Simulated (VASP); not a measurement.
Write the native input for VASP 6.6.1 that does the following.

* Task: single point
* Functional: LDA
* Potentials or basis: VASP PAW LDA potentials, release 64 (H, C)
* Cutoff: 520 eV
* k mesh: 6 × 11 × 1
* Occupations: gaussian, width 0.05 eV
* Spin: no spin polarisation
* Dipole correction: yes
* Further INCAR settings: LREAL = Auto; ALGO = Normal; EDIFF = 1e-06; NBANDS = 67

The structure of H3C11 lies in POSCAR:

```
H3C11
1.0
    4.9946312217      0.0000000000      0.0000000000
    0.0000000000      2.4973156108      0.0000000000
    0.0000000000      0.0000000000     29.2875800159
H C
6 22
Direct
    0.2500000000      0.1272757853      0.2902254128
    0.2500000000      0.8727242147      0.2902254128
    0.7500000000      0.8727242147      0.2902254128
    0.7500000000      0.1272757853      0.2902254128
    0.9987344032      0.0000000000      0.6464061882
    0.5012655968      0.0000000000      0.6464061882
    0.2500000000      0.5000000000      0.3127003322
    0.7500000000      0.5000000000      0.3127003322
    0.5000000000      0.5000000000      0.3428473911
    0.0000000000      0.5000000000      0.3428473911
    0.5000000000      0.0000000000      0.3729944501
    0.0000000000      0.0000000000      0.3729944501
    0.7500000000      0.0000000000      0.4031415090
    0.2500000000      0.0000000000      0.4031415090
    0.7500000000      0.5000000000      0.4332885680
    0.2500000000      0.5000000000      0.4332885680
    0.0026908733      0.5000000000      0.4634446111
    0.4973091267      0.5000000000      0.4634446111
    0.0029306041      0.0000000000      0.4935865351
    0.4970693959      0.0000000000      0.4935865351
    0.2500000000      0.0000000000      0.5256404887
    0.7500000000      0.0000000000      0.5219464327
    0.2500000000      0.5000000000      0.5570661677
    0.7500000000      0.5000000000      0.5507689949
    0.5176083272      0.5000000000      0.5843970205
   -0.0176083272      0.5000000000      0.5843970205
    0.5891812131      0.0000000000      0.6117957100
    0.9108187869      0.0000000000      0.6117957100
```

One way to write it, as run:

INCAR

```
SYSTEM = H3C11
PREC     = Accurate       ! precision mode
ENCUT    = 520            ! plane-wave cutoff, eV
EDIFF    = 1E-6           ! SCF threshold, eV
ISMEAR   = 0              ! smearing method
SIGMA    = 0.05           ! smearing width, eV
LREAL    = Auto         
LASPH    = .TRUE.         ! aspherical terms in the spheres
NELM     = 100            ! most SCF steps
ALGO     = Normal         ! electronic algorithm
ISIF     = 2              ! what is computed and relaxed
LWAVE    = .FALSE.        ! write WAVECAR
LCHARG   = .FALSE.        ! write CHGCAR
LDIPOL   = .TRUE.       
IDIPOL   = 3            
DIPOL    = 0.5 0.5 0.452
NBANDS   = 67             ! bands
```

KPOINTS

```
Automatic mesh
0
G
  6 11 1
  0 0 0
```

Potentials or basis: VASP PAW LDA potentials, release 64 (H, C).

Launch:

```bash
$ cat potpaw_LDA.64/H/POTCAR potpaw_LDA.64/C/POTCAR > POTCAR
$ mpirun -np 1 vasp_std > vasp.out
```

It gave:

The largest force is 14.558 eV/Å and the band gap on the k mesh is 1.32 eV.

Wall time 12 min on 1 thread of Intel(R) Xeon(R) 6975P-C (Granite Rapids), on a shared host, peak memory 0.54 GiB.
